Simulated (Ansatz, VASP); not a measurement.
## Two plane-wave programs on Au

```xyz
1
Lattice="-1.5870 1.5870 1.5870 1.5870 -1.5870 1.5870 1.5870 1.5870 -1.5870" Properties=species:S:1:pos:R:3 pbc="T T T"
Au    0.0000    0.0000    0.0000
```

Alike in both runs: task single point; functional r2SCAN; k mesh 18 × 18 × 18; occupations gaussian, width 0.1 eV; no spin polarisation.

|  | VASP | Ansatz |
| --- | --- | --- |
| version | VASP 6.6.1 | Ansatz 0.2.0 |
| potentials or method | VASP PAW PBE potentials, release 64 (Au), cutoff 520 eV | scalar-relativistic, plane waves, PAW |
| valence electrons in the cell | 11 | 19 |

Ansatz gave:

| Item | Value |
| --- | --- |
| gap on the k mesh at the Fermi level (eV) | none |
| pressure (GPa) | 19.1 |

Task: Which values does VASP return?

Result: gap on the k mesh at the Fermi level (eV): none; pressure (GPa): 19.6.

VASP's potentials were made for PBE, not for r2SCAN. A gap of «none» marks a metal or a gap that the smearing closes. VASP's potentials hold 11 valence electrons a cell and Ansatz's 19, so a difference there can come from the potentials and not from the codes.

Spin-orbit coupling is off throughout.
